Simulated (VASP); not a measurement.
A run of VASP 6.6.1:

File INCAR:

```
  PREC = Accurate
  ENCUT = 520
  EDIFF = 1E-7
  ISMEAR = 0
  SIGMA = 0.05
  LREAL = False
  LASPH = True
  NELM = 100
  ALGO = Normal
  ISIF = 2
  LWAVE = False
  LCHARG = False
  GGA = PS
  NBANDS = 28
```

KPOINTS

```
regular mesh
0
Gamma
  6 6 6
```

The input POSCAR:

```
CsSrF3
1.0
    4.8108794801      0.0000000000      0.0000000000
    0.0000000000      4.8108794801      0.0000000000
    0.0000000000      0.0000000000      4.7632470100
Cs Sr F
1 1 3
Direct
    0.0000000000      0.0000000000      0.0000000000
    0.5000000000      0.5000000000      0.5000000000
    0.0000000000      0.5000000000      0.5000000000
    0.5000000000      0.0000000000      0.5000000000
    0.5000000000      0.5000000000      0.0000000000
```

Potentials or basis: VASP PAW PBE potentials, release 64 (Cs_sv, Sr_sv, F).

The run is started by

```console
$ cat potpaw_PBE.64/Cs_sv/POTCAR potpaw_PBE.64/Sr_sv/POTCAR potpaw_PBE.64/F/POTCAR > POTCAR
$ mpirun -np 1 vasp_std > vasp.out
```

Hardware: 1 thread of Intel(R) Xeon(R) Platinum 8488C (Sapphire Rapids), with other jobs on the host.

Estimate the wall time of this run.

Run time: 82 s on 1 thread of Intel(R) Xeon(R) Platinum 8488C (Sapphire Rapids), with other jobs on the host, peak memory 0.27 GiB. Counts: scf iterations 15, k points 40.
